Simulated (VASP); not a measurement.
# SiC (Cmc2_1) in VASP: single point with PBE

Aim: the single point of SiC with PBE.

Everything below comes from runs of VASP 6.6.1. Logs are shortened: lines on timing, memory, paths and dates and some standing lists are left out, and cuts for length are marked.

## 1. The cell of the first run

It takes space group Cmc2_1 (No. 36, orthorhombic). The conventional cell has a = 3.078 Å, b = 5.335 Å, c = 15.122 Å, α = 90.00°, β = 90.00°, γ = 90.00°. Si (site symmetry m) has 4 C at 1.87 to 1.91 Å within 2.5 Å. Si (site symmetry m) has 4 C at 1.87 to 1.92 Å within 2.5 Å. Si (site symmetry m) has 4 C at 1.87 to 1.92 Å within 2.5 Å. C (site symmetry m) has 4 Si at 1.87 to 1.92 Å within 2.5 Å. Within 2.5 Å of C (site symmetry m) lie 4 Si at 1.87 to 1.92 Å. C (site symmetry m) has 4 Si at 1.87 to 1.91 Å within 2.5 Å.

## 2. Single point, PBE

File INCAR:

```
SYSTEM = SiC
PREC = Accurate ; ENCUT = 520
EDIFF = 1E-7 ; ISMEAR = 0
SIGMA = 0.05 ; LREAL = Auto
LASPH = .TRUE. ; NELM = 80
ALGO = Normal ; ISIF = 2
LWAVE = .FALSE. ; LCHARG = .FALSE.
GGA = PE ; NBANDS = 126
```

File KPOINTS:

```
regular mesh
0
G
  2 2 2
  0 0 0
```

File POSCAR:

```
SiC
1.0
   -6.1556000000      0.0000000000      0.0000000000
   -3.0778000000     -5.3350000000      0.0000000000
   -3.0778000000      0.0000000000     15.1219000000
Si C
24 24
Direct
    0.9873500000      0.1673000000      0.8580000000
    0.4873500000      0.1673000000      0.8580000000
    0.9873500000      0.6673000000      0.8580000000
    0.4873500000      0.6673000000      0.8580000000
    0.9046500000      0.8327000000      0.3580000000
    0.4046500000      0.8327000000      0.3580000000
    0.9046500000      0.3327000000      0.3580000000
    0.4046500000      0.3327000000      0.3580000000
    0.9876000000      0.5007000000      0.5241000000
    0.4876000000      0.5007000000      0.5241000000
    0.9876000000      0.0007000000      0.5241000000
    0.4876000000      0.0007000000      0.5241000000
    0.7383000000      0.4993000000      0.0241000000
    0.2383000000      0.4993000000      0.0241000000
    0.7383000000      0.9993000000      0.0241000000
    0.2383000000      0.9993000000      0.0241000000
    0.7365300000      0.8357000000      0.6912400000
    0.2365300000      0.8357000000      0.6912400000
    0.7365300000      0.3357000000      0.6912400000
    0.2365300000      0.3357000000      0.6912400000
    0.8222300000      0.1643000000      0.1912400000
    0.3222300000      0.1643000000      0.1912400000
    0.8222300000      0.6643000000      0.1912400000
    0.3222300000      0.6643000000      0.1912400000
    0.9268500000      0.4960000000      0.6503000000
    0.4268500000      0.4960000000      0.6503000000
    0.9268500000      0.9960000000      0.6503000000
    0.4268500000      0.9960000000      0.6503000000
    0.6728500000      0.5040000000      0.1503000000
    0.1728500000      0.5040000000      0.1503000000
    0.6728500000      0.0040000000      0.1503000000
    0.1728500000      0.0040000000      0.1503000000
    0.9291500000      0.1600000000      0.9817000000
    0.4291500000      0.1600000000      0.9817000000
    0.9291500000      0.6600000000      0.9817000000
    0.4291500000      0.6600000000      0.9817000000
    0.8391500000      0.8400000000      0.4817000000
    0.3391500000      0.8400000000      0.4817000000
    0.8391500000      0.3400000000      0.4817000000
    0.3391500000      0.3400000000      0.4817000000
    0.6771000000      0.8290000000      0.8168000000
    0.1771000000      0.8290000000      0.8168000000
    0.6771000000      0.3290000000      0.8168000000
    0.1771000000      0.3290000000      0.8168000000
    0.7561000000      0.1710000000      0.3168000000
    0.2561000000      0.1710000000      0.3168000000
    0.7561000000      0.6710000000      0.3168000000
    0.2561000000      0.6710000000      0.3168000000
```

Potentials or basis: VASP PAW PBE potentials, release 64 (Si, C).

Run with:

```
$ cat potpaw_PBE.64/Si/POTCAR potpaw_PBE.64/C/POTCAR > POTCAR
$ mpirun -np 1 vasp_std > vasp.out
```

OUTCAR:

```text
SYSTEM = SiC
   PREC = Accurate
   ENCUT = 520
   EDIFF = 1E-7
   ISMEAR = 0
   LREAL = Auto
   LASPH = .TRUE.
   NELM = 80
   ISIF = 2
   GGA = PE

 ion  position               nearest neighbor table
   1  0.987  0.167  0.858-  43 1.87  44 1.87  33 1.87  42 1.91  13 3.07   2 3.08   2 3.08  15 3.08
                            16 3.08   3 3.08   4 3.08   3 3.08   4 3.08  18 3.08  19 3.09  20 3.09
   2  0.487  0.167  0.858-  44 1.87  43 1.87  34 1.87  41 1.91  14 3.07   1 3.08   1 3.08  16 3.08
                            15 3.08   3 3.08   4 3.08   4 3.08   3 3.08  17 3.08  20 3.09  19 3.09
   3  0.987  0.667  0.858-  41 1.87  42 1.87  35 1.87  44 1.91  15 3.07   4 3.08   4 3.08  13 3.08
                            14 3.08   1 3.08   2 3.08   2 3.08   1 3.08  20 3.08  17 3.09  18 3.09
   4  0.487  0.667  0.858-  42 1.87  41 1.87  36 1.87  43 1.91  16 3.07   3 3.08   3 3.08  14 3.08
                            13 3.08   1 3.08   2 3.08   1 3.08   2 3.08  19 3.08  18 3.09  17 3.09
   5  0.905  0.833  0.358-  47 1.87  48 1.87  37 1.87  45 1.91   9 3.07   6 3.08   6 3.08  12 3.08
                            11 3.08   7 3.08   8 3.08   7 3.08   8 3.08  21 3.08  23 3.09  24 3.09
   6  0.405  0.833  0.358-  48 1.87  47 1.87  38 1.87  46 1.91  10 3.07   5 3.08   5 3.08  11 3.08
                            12 3.08   7 3.08   8 3.08   8 3.08   7 3.08  22 3.08  23 3.09  24 3.09
   7  0.905  0.333  0.358-  45 1.87  46 1.87  39 1.87  47 1.91  11 3.07   8 3.08   8 3.08  10 3.08
                             9 3.08   5 3.08   6 3.08   6 3.08   5 3.08  23 3.08  22 3.09  21 3.09
   8  0.405  0.333  0.358-  46 1.87  45 1.87  40 1.87  48 1.91  12 3.07   7 3.08   7 3.08   9 3.08
                            10 3.08   5 3.08   6 3.08   5 3.08   6 3.08  24 3.08  22 3.09  21 3.09
   9  0.988  0.501  0.524-  39 1.87  40 1.87  25 1.91  37 1.92   5 3.07  10 3.08  10 3.08   8 3.08
[... 53 lines left out ...]
  47  0.756  0.671  0.317-   5 1.87   6 1.87  23 1.90   7 1.91
  48  0.256  0.671  0.317-   6 1.87   5 1.87  24 1.90   8 1.91

  LATTYP: Found a face centered orthorhombic cell.
 ALAT       =     6.1556000000
 B/A-ratio  =     1.7333809864
 C/A-ratio  =     4.9132172331

  Lattice vectors:

 A1 = (  -0.0000000000,  -5.3350000000,  15.1219000000)
 A2 = (  -3.0778000000,   0.0000000000,  15.1219000000)
 A3 = (  -3.0778000000,  -5.3350000000,   0.0000000000)

Analysis of symmetry for initial positions (statically):
=====================================================================
 Subroutine PRICEL returns following result:

  LATTYP: Found a base centered orthorhombic cell.
 ALAT       =     3.0778000000
 B/A-ratio  =     1.7333809864
 C/A-ratio  =     4.9132172331

  Lattice vectors:

 A1 = (  -1.5389000000,   2.6675000000,   0.0000000000)
 A2 = (  -1.5389000000,  -2.6675000000,   0.0000000000)
 A3 = (  -0.0000000000,   0.0000000000,  15.1219000000)

   4 primitive cells build up your supercell.

 Routine SETGRP: Setting up the symmetry group for a
 face centered orthorhombic supercell.

 Subroutine GETGRP returns: Found  4 space group operations
[... 147 lines left out ...]
   EFERMI_NEDOS =   21; number of points for ismear=-14 and -15
   IALGO  =     38    algorithm
   IMIX   =      4    mixing-type and parameters
     AMIX     =   0.40;   BMIX     =  1.00
     AMIX_MAG =   1.60;   BMIX_MAG =  1.00
  volume/ion in A,a.u.               =      10.35        69.82
  Fermi-wavevector in a.u.,A,eV,Ry     =   1.192628  2.253739 19.352390  1.422361
  Thomas-Fermi vector in A             =   2.328661
   LORBIT       =      0    0 simple, 1 ext, 2 COOP (PROOUT), +10 PAW based schemes
   GGA     = PE    functional components
   LHFCALC =     F    Hartree Fock is set to
   AEXX    =    0.0000 exact exchange contribution
   IVDW    =     0    specifies the selected vdW correction
   LEPSILON=     F    determine dielectric tensor
   LRPA    =     F    only Hartree local field effects (RPA)
 non-spin polarized calculation
 Gauss-broadening in eV      SIGMA  =   0.05
  energy-cutoff  :      520.00
  volume of cell :      496.61
 maximum number of plane-waves:     13400
 NGX is ok and might be reduce to    48
   NGX = 23   NGY = 23   NGZ = 57

 number of electron     192.0000010 magnetization

 Free energy of the ion-electron system (eV)
  ---------------------------------------------------
  ext. energy  EPLUGINS =         0.00000000
  ---------------------------------------------------
  free energy    TOTEN  =      -359.64775220 eV

  energy without entropy =     -359.64775220  energy(sigma->0) =     -359.64775220

 E-fermi :   8.5230     XC(G=0): -11.3468

 val. band max:        8.2851997420   @ k =   0.0000   0.0000   0.0000
 cond. band min:      10.1405974663   @ k =   0.0000   0.0000   0.0000
 fundamental gap:      1.8553977243
 Fermi energy:         8.5230279662

 k-point     1 :       0.0000    0.0000    0.0000
  band No.  band energies     occupation
      1      -7.2893      2.00000
      2      -6.7856      2.00000
      3      -6.7143      2.00000
      4      -5.2597      2.00000
      5      -5.1887      2.00000
      6      -3.8725      2.00000
[... 544 lines left out ...]
    107      12.8484      0.00000
    108      12.8484      0.00000
 [bands above 108 left out]

------------------------ aborting loop because EDIFF is reached ----------------------------------------

  FORCE on cell =-STRESS in cart. coord.  units (eV):
  Direction    XX          YY          ZZ          XY          YZ          ZX
  --------------------------------------------------------------------------------------
  -------------------------------------------------------------------------------------
  Total       18.5936313      7.0847577      6.4489679      0.0000000      0.0000000      0.0000000
  in kB       59.9878946     22.8572727     20.8060491      0.0000000      0.0000000      0.0000000
  external PRESSURE =      34.5504055 kB  Pullay stress =       0.0000000 kB

 VOLUME and BASIS-vectors are now :
 -----------------------------------------------------------------------------
  energy-cutoff  :      520.00
  volume of cell :      496.61
      direct lattice vectors                 reciprocal lattice vectors
    -6.155600000  0.000000000  0.000000000    -0.162453701  0.093720712 -0.033064628
    -3.077800000 -5.335000000  0.000000000     0.000000000 -0.187441425  0.000000000
    -3.077800000  0.000000000 15.121900000     0.000000000  0.000000000  0.066129256

 POSITION                                       TOTAL-FORCE (eV/Angst)
 -----------------------------------------------------------------------------------
     -9.23340     -0.89255     12.97459        -0.000000      0.515742     -0.250633
     -6.15560     -0.89255     12.97459        -0.000000      0.515742     -0.250633
    -10.77230     -3.56005     12.97459        -0.000000      0.515742     -0.250633
     -7.69450     -3.56005     12.97459        -0.000000      0.515742     -0.250633
     -9.23340     -4.44245      5.41364        -0.000000     -0.515742     -0.250633
     -6.15560     -4.44245      5.41364        -0.000000     -0.515742     -0.250633
[... 40 lines left out ...]
     -7.69450     -3.57978      4.79062         0.000000      0.528441     -0.183624
     -4.61670     -3.57978      4.79062         0.000000      0.528441     -0.183624
 -----------------------------------------------------------------------------------
    total drift:                               -0.000009      0.000000      0.002510

  FREE ENERGIE OF THE ION-ELECTRON SYSTEM (eV)
  ---------------------------------------------------
  free  energy   TOTEN  =      -359.6477522001 eV

  energy  without entropy=     -359.6477522001  energy(sigma->0) =     -359.64775220
```

Run time: 13 min. Hardware: 1 thread of Intel Xeon 6975P-C, shared host; peak memory 0.66 GiB.

Results:

| Property | Result |
| --- | --- |
| Free energy | -359.6478 eV |
| Pressure | 3.5 GPa |
| Largest force | 0.747 eV/Å |
| Band gap on the k mesh | 1.86 eV |

Forces on the atoms (eV/Å):
```
Si   0.000  0.516 -0.251
Si   0.000  0.516 -0.251
Si   0.000  0.516 -0.251
Si   0.000  0.516 -0.251
Si   0.000 -0.516 -0.251
Si   0.000 -0.516 -0.251
Si   0.000 -0.516 -0.251
Si   0.000 -0.516 -0.251
Si   0.000 -0.450  0.070
Si   0.000 -0.450  0.070
Si   0.000 -0.450  0.070
Si   0.000 -0.450  0.070
Si   0.000  0.450  0.070
Si   0.000  0.450  0.070
Si   0.000  0.450  0.070
Si   0.000  0.450  0.070
Si   0.000  0.658  0.178
Si   0.000  0.658  0.178
Si   0.000  0.658  0.178
Si   0.000  0.658  0.178
Si   0.000 -0.658  0.178
Si   0.000 -0.658  0.178
Si   0.000 -0.658  0.178
Si   0.000 -0.658  0.178
C    0.000 -0.611 -0.255
C    0.000 -0.611 -0.255
C    0.000 -0.611 -0.255
C    0.000 -0.611 -0.255
C    0.000  0.611 -0.255
C    0.000  0.611 -0.255
C    0.000  0.611 -0.255
C    0.000  0.611 -0.255
C    0.000 -0.604  0.441
C    0.000 -0.604  0.441
C    0.000 -0.604  0.441
C    0.000 -0.604  0.441
C    0.000  0.604  0.441
C    0.000  0.604  0.441
C    0.000  0.604  0.441
C    0.000  0.604  0.441
C    0.000 -0.528 -0.184
C    0.000 -0.528 -0.184
C    0.000 -0.528 -0.184
C    0.000 -0.528 -0.184
C    0.000  0.528 -0.184
C    0.000  0.528 -0.184
C    0.000  0.528 -0.184
C    0.000  0.528 -0.184
```

Levels at points of the mesh, in eV from the valence-band top:
```csv
k point,band 93,band 94,band 95,band 96,band 97,band 98,band 99,band 100
"(0.00, 0.00, 0.00)",-0.33,-0.22,-0.11,0.00,1.86,1.95,1.95,1.95
"(0.50, 0.00, 0.00)",-0.85,-0.85,-0.62,-0.62,3.50,3.50,3.60,3.60
"(0.00, 0.50, 0.00)",-0.81,-0.81,-0.73,-0.73,3.52,3.52,3.68,3.68
"(0.00, 0.00, 0.50)",-0.31,-0.31,-0.09,-0.09,1.93,1.93,1.94,1.94
"(0.00, 0.50, 0.50)",-0.91,-0.91,-0.91,-0.91,3.45,3.45,3.63,3.63
```

Caveat: the k points lie up to 0.60 Å⁻¹ apart.
